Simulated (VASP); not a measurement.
A run of VASP 6.6.1:

INCAR

```
SYSTEM = LiCl
PREC     = Accurate       ! precision mode
ENCUT    = 520            ! plane-wave cutoff, eV
EDIFF    = 1E-6           ! SCF threshold, eV
ISMEAR   = 0              ! smearing method
SIGMA    = 0.05           ! smearing width, eV
LREAL    = .FALSE.        ! projectors in reciprocal space
LASPH    = .TRUE.         ! aspherical terms in the spheres
NELM     = 100            ! most SCF steps
ALGO     = Normal         ! electronic algorithm
ISIF     = 2              ! what is computed and relaxed
LWAVE    = .FALSE.        ! write WAVECAR
LCHARG   = .FALSE.        ! write CHGCAR
GGA      = PE             ! functional
NBANDS   = 12             ! bands
```

KPOINTS

```
regular mesh
0
G
  8 8 8
  0 0 0
```

Contents of POSCAR:

```
LiCl
1.0
    0.0000000000      2.5647600000      2.5647600000
    2.5647600000      0.0000000000      2.5647600000
    2.5647600000      2.5647600000      0.0000000000
Li Cl
1 1
Direct
    0.0852906315     -0.0852906315      0.0852906315
    0.5000000000      0.5000000000      0.5000000000
```

Potentials or basis: VASP PAW PBE potentials, release 64 (Li_sv, Cl).

Run with:

```sh
$ cat potpaw_PBE.64/Li_sv/POTCAR potpaw_PBE.64/Cl/POTCAR > POTCAR
$ mpirun -np 1 vasp_std > vasp.out
```

Hardware: 1 thread of Intel Xeon 8259CL, on a shared host.

**Question.** Estimate the wall time of this run.

**Answer.** It took 22 s on 1 thread of Intel Xeon 8259CL (shared host), peak memory 0.16 GiB. Counts: scf iterations 12, k points 59.
